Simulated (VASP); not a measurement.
Here is a VASP 6.6.1 calculation.

INCAR

```
SYSTEM = SiC
PREC = Accurate
ENCUT = 520
EDIFF = 1E-8
ISMEAR = 0
SIGMA = 0.01
LREAL = .False.
LASPH = .True.
NELM = 60
ALGO = Normal
ISIF = 2
LWAVE = .False.
LCHARG = .False.
GGA = PS
NBANDS = 16
IBRION = 8
NSW = 1
LEPSILON = .True.
```

The input KPOINTS:

```
regular mesh
0
Gamma
  12 12 6
  0 0 0
```

File POSCAR:

```
SiC
1.0
    3.0050309540      0.0000000000      0.0000000000
   -1.5025154770      2.6024331453      0.0000000000
    0.0000000000      0.0000000000      4.9282689025
Si C
2 2
Direct
    0.3333333333      0.6666666667      0.0046065008
    0.6666666667      0.3333333333      0.5046065008
    0.3333333333      0.6666666667      0.3803934992
    0.6666666667      0.3333333333      0.8803934992
```

Potentials or basis: VASP PAW PBE potentials, release 64 (Si, C).

Command:

```console
$ cat potpaw_PBE.64/Si/POTCAR potpaw_PBE.64/C/POTCAR > POTCAR
$ mpirun -np 1 vasp_std > vasp.out
```

Question: Estimate the electronic dielectric tensor (diagonal).

Answer: 6.86, 6.86, 7.24.

Question: Estimate the Born charges (mean of the diagonal).

Answer: Si +2.79; C -2.79 e.

Question: Predict the highest phonon frequency at Γ, LO-TO splitting left out.

Answer: 899 cm⁻¹.

Electronic dielectric tensor:
```
6.86 0.00 0.00
0.00 6.86 0.00
0.00 0.00 7.24
```

Caveat: the cell wasn't relaxed at this level first, which shifts response properties.
